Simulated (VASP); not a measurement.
InP, 2 atoms in the cell. Symmetry: Fm-3m, No. 225, cubic system. The conventional cell has a = 5.672 Å, b = 5.672 Å, c = 5.672 Å, α = 90.00°, β = 90.00°, γ = 90.00°. Within 3.7 Å of In (site symmetry m-3m) lie 6 P at 2.84 Å. Within 3.7 Å of P (site symmetry m-3m) lie 6 In at 2.84 Å.  This cell differs from its parent crystal: volume scaled by 0.98.

- Program: VASP 6.6.1
- Task: single point
- Functional: PBEsol
- Potentials or basis: VASP PAW PBE potentials, release 64 (In_d, P)
- Cutoff: 520 eV
- k mesh: 11 × 11 × 11
- Occupations: fermi-dirac, width 0.03 eV
- Spin: no spin polarisation
- Dipole correction: no
- Further INCAR settings: ALGO = Normal; EDIFF = 1e-06; NBANDS = 16

Potentials or basis: VASP PAW PBE potentials, release 64 (In_d, P).

Command:

```console
$ cat potpaw_PBE.64/In_d/POTCAR potpaw_PBE.64/P/POTCAR > POTCAR
$ mpirun -np 1 vasp_std > vasp.out
```

Hardware: 1 thread of Intel(R) Xeon(R) Platinum 8259CL CPU @ 2.50GHz (Skylake/Cascade Lake), with other jobs on the host.

Q: Estimate the wall time of this run.

A: Run time: 39 s on 1 thread of Intel(R) Xeon(R) Platinum 8259CL CPU @ 2.50GHz (Skylake/Cascade Lake), with other jobs on the host, peak memory 0.19 GiB. Counts: scf iterations 12, k points 56.
